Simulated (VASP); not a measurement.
A run of VASP 6.6.1 is set up as follows.

File INCAR:

```
SYSTEM = Sn2Te
ALGO = Normal ; EDIFF = 1E-7
ENCUT = 520 ; GGA = PE
ISIF = 2 ; ISMEAR = 0
LASPH = .True. ; LCHARG = .False.
LREAL = .False. ; LWAVE = .False.
NBANDS = 43 ; NELM = 60
PREC = Accurate ; SIGMA = 0.2
```

The input KPOINTS:

```
k-points
0
Gamma
  4 4 2
  0 0 0
```

File POSCAR:

```
Sn2Te
1.0
    5.3124807598      0.0000000000      0.0000000000
   -2.6562403799      4.6007432951      0.0000000000
    0.0000000000      0.0000000000      9.0260099198
Sn Te
4 2
Direct
    0.6666666667      0.3333333333      0.5116458404
    0.3333333333      0.6666666667      0.4883541596
    0.0000000000      0.0000000000      0.1706928700
    0.0000000000      0.0000000000      0.8293071300
    0.6666666667      0.3333333333      0.8326299786
    0.3333333333      0.6666666667      0.1673700214
```

Potentials or basis: VASP PAW PBE potentials, release 64 (Sn_d, Te).

Command:

```bash
$ cat potpaw_PBE.64/Sn_d/POTCAR potpaw_PBE.64/Te/POTCAR > POTCAR
$ mpirun -np 1 vasp_std > vasp.out
```

(1) Predict the pressure.

(2) What does it give for the largest force?

(3) Estimate the band gap on the k mesh.

Results:

(1) 0.1 GPa.

(2) 0.050 eV/Å.

(3) 0.10 eV (least direct gap 0.33 eV).

Caveat: spin-orbit coupling is left out, which moves the levels of the heavy elements.
